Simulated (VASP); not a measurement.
# Mg (P6_3/mmc) in VASP: notebook

Mg is run at these levels: PBE; tasks: single point.

Everything below comes from runs of VASP 6.6.1. Logs are shortened: lines on timing, memory, paths and dates and some standing lists are left out, and cuts for length are marked.

**1. The cell of the first run**

Symmetry: P6_3/mmc, No. 194, hexagonal system. Conventional cell: a = 3.209 Å, b = 3.209 Å, c = 5.146 Å, α = 90.00°, β = 90.00°, γ = 120.00°. Mg (site symmetry -6m2) has 12 Mg at 3.17 to 3.21 Å within 4.2 Å.

**2. Single point, PBE**

Input file INCAR:

```
SYSTEM = Mg
PREC = Accurate
ENCUT = 520
EDIFF = 1E-7
ISMEAR = 0
SIGMA = 0.1
LREAL = .FALSE.
LASPH = .TRUE.
NELM = 100
ALGO = Fast
ISIF = 2
LWAVE = .FALSE.
LCHARG = .TRUE.
GGA = PE
LELF = .TRUE.
LVHAR = .TRUE.
NBANDS = 9
```

Input file KPOINTS:

```
regular mesh
0
G
  18 18 8
  0 0 0
```

Input file POSCAR:

```
Mg
1.0
    3.2088450500     -0.0000000029      0.0000000000
   -1.6044225225      2.7789413316      0.0000000000
    0.0000000000      0.0000000000      5.1459161596
Mg
2
Direct
    0.3333333333      0.6666666667      0.2500000000
    0.6666666667      0.3333333333      0.7500000000
```

Potentials or basis: VASP PAW PBE potentials, release 64 (Mg).

Started as:

```console
$ cat potpaw_PBE.64/Mg/POTCAR > POTCAR
$ mpirun -np 1 vasp_std > vasp.out
```

OUTCAR:

```text
SYSTEM = Mg
   PREC = Accurate
   ENCUT = 520
   EDIFF = 1E-7
   ISMEAR = 0
   LREAL = .FALSE.
   LASPH = .TRUE.
   NELM = 100
   ISIF = 2
   GGA = PE

 ion  position               nearest neighbor table
   1  0.333  0.667  0.250-   2 3.17   2 3.17   2 3.17   2 3.17   2 3.17   2 3.17
   2  0.667  0.333  0.750-   1 3.17   1 3.17   1 3.17   1 3.17   1 3.17   1 3.17

  LATTYP: Found a hexagonal cell.
 ALAT       =     3.2088450500
 C/A-ratio  =     1.6036661414

  Lattice vectors:

 A1 = (   3.2088450500,  -0.0000000029,   0.0000000000)
 A2 = (  -1.6044225225,   2.7789413316,   0.0000000000)
 A3 = (   0.0000000000,   0.0000000000,   5.1459161596)

Analysis of symmetry for initial positions (statically):
=====================================================================
 Subroutine PRICEL returns:
 Original cell was already a primitive cell.

 Routine SETGRP: Setting up the symmetry group for a
 hexagonal supercell.

 Subroutine GETGRP returns: Found 24 space group operations
 (whereof 12 operations were pure point group operations)
 out of a pool of 24 trial point group operations.

The static configuration has the point symmetry D_3d.
 The point group associated with its full space group is D_6h.

Analysis of symmetry for dynamics (positions and initial velocities):
=====================================================================
 Subroutine PRICEL returns:
 Original cell was already a primitive cell.

 Routine SETGRP: Setting up the symmetry group for a
 hexagonal supercell.

 Subroutine GETGRP returns: Found 24 space group operations
 (whereof 12 operations were pure point group operations)
 out of a pool of 24 trial point group operations.

The dynamic configuration has the point symmetry D_3d.
 The point group associated with its full space group is D_6h.

 Subroutine INISYM returns: Found 24 space group operations
 (whereof 12 operations are pure point group operations),
 and found     1 'primitive' translations

----------------------------------------------------------------------------------------

                                     Primitive cell

  volume of cell :      45.8871

  direct lattice vectors                    reciprocal lattice vectors
     3.208845050 -0.000000003  0.000000000     0.311638607  0.179924633  0.000000000
    -1.604422522  2.778941332  0.000000000     0.000000000  0.359849267  0.000000000
     0.000000000  0.000000000  5.145916160     0.000000000  0.000000000  0.194328856

  length of vectors
     3.208845050  3.208845050  5.145916160     0.359849267  0.359849267  0.194328856

  position of ions in fractional coordinates (direct lattice)
     0.333333333  0.666666667  0.250000000
     0.666666667  0.333333333  0.750000000

  ion indices of the primitive-cell ions
   primitive index   ion index
                 1           1
                 2           2

----------------------------------------------------------------------------------------

 KPOINTS: regular mesh

Automatic generation of k-mesh.
 Grid dimensions read from file:
 generate k-points for:   18   18    8

 Generating k-lattice:

  Cartesian coordinates                     Fractional coordinates (reciprocal lattice)
     0.017313256  0.009995813  0.000000000     0.055555556  0.000000000  0.000000000
     0.000000000  0.019991626  0.000000000    -0.000000000  0.055555556  0.000000000
     0.000000000  0.000000000  0.024291107     0.000000000  0.000000000  0.125000000

  Length of vectors
     0.019991626  0.019991626  0.024291107

  Shift w.r.t. Gamma in fractional coordinates (k-lattice)
     0.000000000  0.000000000  0.000000000

 Subroutine IBZKPT returns following result:
 ===========================================

 Found    185 irreducible k-points:

 Following reciprocal coordinates:
            Coordinates               Weight
  0.000000  0.000000  0.000000      1.000000
  0.055556  0.000000  0.000000      6.000000
  0.111111  0.000000  0.000000      6.000000
  0.166667  0.000000  0.000000      6.000000
  0.222222  0.000000  0.000000      6.000000
  0.277778 -0.000000  0.000000      6.000000
[... 16 lines left out ...]
  0.333333  0.111111  0.000000     12.000000
  0.388889  0.111111  0.000000     12.000000
 [... further k-points ...]
   k-points           NKPTS =    185   k-points in BZ     NKDIM =    185   number of bands    NBANDS=      9
   number of dos      NEDOS =    301   number of ions     NIONS =      2
   total plane-waves  NPLWV =  23040
   dimension x,y,z NGX =    24 NGY =   24 NGZ =   40
   dimension x,y,z NGXF=    48 NGYF=   48 NGZF=   80
   ions per type =               2
   NGX,Y,Z   is equivalent  to a cutoff of  12.43, 12.43, 12.92 a.u.
   NGXF,Y,Z  is equivalent  to a cutoff of  24.87, 24.87, 25.85 a.u.
 SYSTEM =  Mg
   PREC   = accura    normal or accurate (medium, high low for compatibility)
   ISTART =      0    job   : 0-new  1-cont  2-samecut
   ICHARG =      2    charge: 1-file 2-atom 10-const
   ISPIN  =      1    spin polarized calculation?
   LNONCOLLINEAR =      F non collinear calculations
   LSORBIT =      F    spin-orbit coupling
   LASPH  =      T    aspherical Exc in radial PAW
   ENCUT  =  520.0 eV  38.22 Ry    6.18 a.u.   5.97  5.97  9.57*2*pi/ulx,y,z
   NELM   =    100;   NELMIN=  2; NELMDL= -5     # of ELM steps
   EDIFF  = 0.1E-06   stopping-criterion for ELM
   LREAL  =      F    real-space projection
   EDIFFG = 0.1E-05   stopping-criterion for IOM
   NSW    =      0    number of steps for IOM
   IBRION =     -1    ionic relax: 0-MD 1-quasi-New 2-CG
   NFREE  =      0    steps in history (QN), initial steepest desc. (CG)
   ISIF   =      2    stress and relaxation
   ISYM   =      2    0-nonsym 1-usesym 2-fastsym
   POTIM  = 0.5000    time-step for ionic-motion
   TEBEG  =    0.0;   TEEND  =   0.0 temperature during run
   PSTRESS=    0.0 pullay stress
   NELECT =       4.0000    total number of electrons
   NUPDOWN=      -1.0000    fix difference up-down
   EMIN   =  10.00;   EMAX   =-10.00  energy-range for DOS
   EFERMI =   0.00;   METHOD = LEGACY
   ISMEAR =     0;   SIGMA  =   0.10  broadening in eV -4-tet -1-fermi 0-gaus
   EFERMI_NEDOS =   21; number of points for ismear=-14 and -15
   IALGO  =     68    algorithm
   IMIX   =      4    mixing-type and parameters
     AMIX     =   0.40;   BMIX     =  1.00
     AMIX_MAG =   1.60;   BMIX_MAG =  1.00
  volume/ion in A,a.u.               =      22.94       154.83
  Fermi-wavevector in a.u.,A,eV,Ry     =   0.725880  1.371713  7.168925  0.526901
  Thomas-Fermi vector in A             =   1.816712
   LORBIT       =      0    0 simple, 1 ext, 2 COOP (PROOUT), +10 PAW based schemes
   GGA     = PE    functional components
   LHFCALC =     F    Hartree Fock is set to
   AEXX    =    0.0000 exact exchange contribution
   IVDW    =     0    specifies the selected vdW correction
   LEPSILON=     F    determine dielectric tensor
   LRPA    =     F    only Hartree local field effects (RPA)
 non-spin polarized calculation
 RMM-DIIS sequential band-by-band and
 Gauss-broadening in eV      SIGMA  =   0.10
  energy-cutoff  :      520.00
  volume of cell :       45.89
 maximum number of plane-waves:      1260
 NGX is ok and might be reduce to    24
   NGX = 11   NGY = 11   NGZ = 19

 number of electron       4.0000000 magnetization

 Free energy of the ion-electron system (eV)
  ---------------------------------------------------
  ext. energy  EPLUGINS =         0.00000000
  ---------------------------------------------------
  free energy    TOTEN  =        -3.01589853 eV

  energy without entropy =       -3.01129230  energy(sigma->0) =       -3.01359541

 E-fermi :   2.6462     XC(G=0):  -8.4928

 val. band max:        2.6395880077   @ k =   0.3889   0.1111   0.3750
 cond. band min:       2.6579617015   @ k =   0.2778   0.1667   0.1250
 fundamental gap:      0.0183736938
 Fermi energy:         2.6461675099

 k-point     1 :       0.0000    0.0000    0.0000
  band No.  band energies     occupation
      1      -4.2977      2.00000
      2       1.0162      2.00000
      3       1.5094      2.00000
      4      13.4491      0.00000
      5      13.4491      0.00000
      6      13.5344      0.00000
      7      13.5344      0.00000
      8      14.5242      0.00000
      9      15.9328      0.00000

 k-point     2 :       0.0556    0.0000    0.0000
  band No.  band energies     occupation
      1      -4.2374      2.00000
      2       1.0712      2.00000
      3       1.5680      2.00000
      4      12.0318      0.00000
      5      12.6318      0.00000
      6      13.4256      0.00000
      7      14.4405      0.00000
      8      15.2118      0.00000
      9      16.6242      0.00000

 k-point     3 :       0.1111    0.0000    0.0000
  band No.  band energies     occupation
      1      -4.0567      2.00000
      2       1.2363      2.00000
      3       1.7428      2.00000
      4      10.3364      0.00000
      5      11.8722      0.00000
      6      12.6852      0.00000
      7      15.0852      0.00000
      8      15.4171      0.00000
      9      15.4235      0.00000

 k-point     4 :       0.1667    0.0000    0.0000
  band No.  band energies     occupation
      1      -3.7563      2.00000
      2       1.5115      2.00000
      3       2.0305      2.00000
      4       8.6789      0.00000
      5      11.2137      0.00000
      6      11.8743      0.00000
      7      13.4490      0.00000
      8      14.4448      0.00000
      9      15.9631      0.00000
[... 205 lines left out ...]
 k-point    22 :       0.2778    0.1111    0.0000
  band No.  band energies     occupation
      1      -1.9737      2.00000
      2       3.1656      0.00000
      3       3.4226      0.00000
      4       4.6572      0.00000
      5       7.3174      0.00000
      6       9.1607      0.00000
      7      10.1538      0.00000
      8      12.2155      0.00000
      9      13.1098      0.00000

 k-point    23 :       0.3333    0.1111    0.0000
  band No.  band energies     occupation
      1      -1.2118      2.00000
      2       2.7983      0.03145
      3       3.8824      0.00000
      4       4.6819      0.00000
      5       6.9661      0.00000
      6       7.8928      0.00000
      7       9.0898      0.00000
      8      11.9253      0.00000
      9      12.8693      0.00000

 k-point    24 :       0.3889    0.1111    0.0000
  band No.  band energies     occupation
      1      -0.3411      2.00000
      2       1.6973      2.00000
      3       4.7051      0.00000
      4       5.3368      0.00000
      5       6.6023      0.00000
      6       6.7374      0.00000
      7       8.2734      0.00000
      8      11.7523      0.00000
      9      12.7228      0.00000

 [... further k-points ...]

------------------------ aborting loop because EDIFF is reached ----------------------------------------

  FORCE on cell =-STRESS in cart. coord.  units (eV):
  Direction    XX          YY          ZZ          XY          YZ          ZX
  --------------------------------------------------------------------------------------
  -------------------------------------------------------------------------------------
  Total       -0.0387714     -0.0387714     -0.0432607      0.0000000      0.0000000      0.0000000
  in kB       -1.3537279     -1.3537279     -1.5104757      0.0000000      0.0000000      0.0000000
  external PRESSURE =      -1.4059772 kB  Pullay stress =       0.0000000 kB

 VOLUME and BASIS-vectors are now :
 -----------------------------------------------------------------------------
  energy-cutoff  :      520.00
  volume of cell :       45.89
      direct lattice vectors                 reciprocal lattice vectors
     3.208845050 -0.000000003  0.000000000     0.311638607  0.179924633  0.000000000
    -1.604422522  2.778941332  0.000000000     0.000000000  0.359849267  0.000000000
     0.000000000  0.000000000  5.145916160     0.000000000  0.000000000  0.194328856

 POSITION                                       TOTAL-FORCE (eV/Angst)
 -----------------------------------------------------------------------------------
      0.00000      1.85263      1.28648        -0.000000      0.000000      0.000000
      1.60442      0.92631      3.85944         0.000000     -0.000000      0.000000
 -----------------------------------------------------------------------------------
    total drift:                               -0.000000      0.000000     -0.000000

  FREE ENERGIE OF THE ION-ELECTRON SYSTEM (eV)
  ---------------------------------------------------
  free  energy   TOTEN  =        -3.0158985260 eV

  energy  without entropy=       -3.0112922950  energy(sigma->0) =       -3.01359541
```

Run time: 79 s. Hardware: 1 thread of AMD EPYC 7R13, shared host; peak memory 0.18 GiB.

What came out:

```yaml
Free_energy: -3.0159 eV
Pressure: -0.1 GPa
Band_gap_on_the_k_mesh: zero (bands 2 and 3 overlap by 2.15 eV)
```

(Continued in part 2 of 2.)
